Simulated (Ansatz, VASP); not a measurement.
Given: the input of a run of Ansatz 0.2.0 on Hf.

input.yaml

```yaml
crystal:
  lattice:
    - [5.0596548321, 0.0, 0.0]
    - [-2.5298274161, 4.381789619, 0.0]
    - [0.0, 0.0, 3.1467619751]
  atoms:
    - { symbol: Hf, position: [0.0, 0.0, 0.0] }
    - { symbol: Hf, position: [0.3333333333, 0.6666666667, 0.5] }
    - { symbol: Hf, position: [0.6666666667, 0.3333333333, 0.5] }
hamiltonian:
  xc: lda
  pseudopotentials: { kind: paw }
kpoints:
  mp_grid: { grid: [6, 6, 9] }
scf:
  occupations: { method: fermi_dirac, width: 0.05 }
output:
  forces: true
  stress: true
  eigenvalues: true
```

Potentials or basis: Ansatz PAW.

Command:

```sh
$ ansatz run input.yaml --threads 2 --pin off --max-ram 5632MiB --backend cpu --events-out ev --progress --plain --runs-dir out
```

Problem. Set up the same calculation for VASP 6.6.1. Potentials there: VASP PAW LDA potentials, release 64 (Hf_pv).

Solution. As run (the cutoff follows the program's own potentials):

INCAR

```
SYSTEM = Hf
PREC = Accurate ; ENCUT = 520
EDIFF = 1E-7 ; ISMEAR = -1
SIGMA = 0.05 ; LREAL = .FALSE.
LASPH = .TRUE. ; NELM = 80
ALGO = Fast ; ISIF = 2
LWAVE = .FALSE. ; LCHARG = .TRUE.
GGA = CA ; LELF = .TRUE.
LVHAR = .TRUE. ; NBANDS = 22
```

The input KPOINTS:

```
regular mesh
0
G
  6 6 9
  0 0 0
```

Contents of POSCAR:

```
Hf
1.0
    5.0596548321      0.0000000000      0.0000000000
   -2.5298274161      4.3817896190      0.0000000000
    0.0000000000      0.0000000000      3.1467619751
Hf
3
Direct
    0.0000000000      0.0000000000      0.0000000000
    0.3333333333      0.6666666667      0.5000000000
    0.6666666667      0.3333333333      0.5000000000
```

Potentials or basis: VASP PAW LDA potentials, release 64 (Hf_pv).

Run with:

```console
$ cat potpaw_LDA.64/Hf_pv/POTCAR > POTCAR
$ mpirun -np 1 vasp_std > vasp.out
```

Both were run:

|  | VASP | Ansatz | Ansatz less VASP |
| --- | --- | --- | --- |
| gap on the k mesh at the Fermi level (eV) | none | none | - |
| pressure (GPa) | -11.8 | -11.7 | +0.02 |
| traceless stress, the component that is largest in VASP (GPa) | 0.63 | 0.54 | -0.096 |

LDA's correlation is that of Perdew and Zunger in VASP and of Perdew and Wang (1992) in Ansatz. A gap of «none» marks a metal or a gap that the smearing closes. VASP's potentials hold 30 valence electrons a cell and Ansatz's 78, so a difference there can come from the potentials and not from the codes.

Spin-orbit coupling is off throughout.
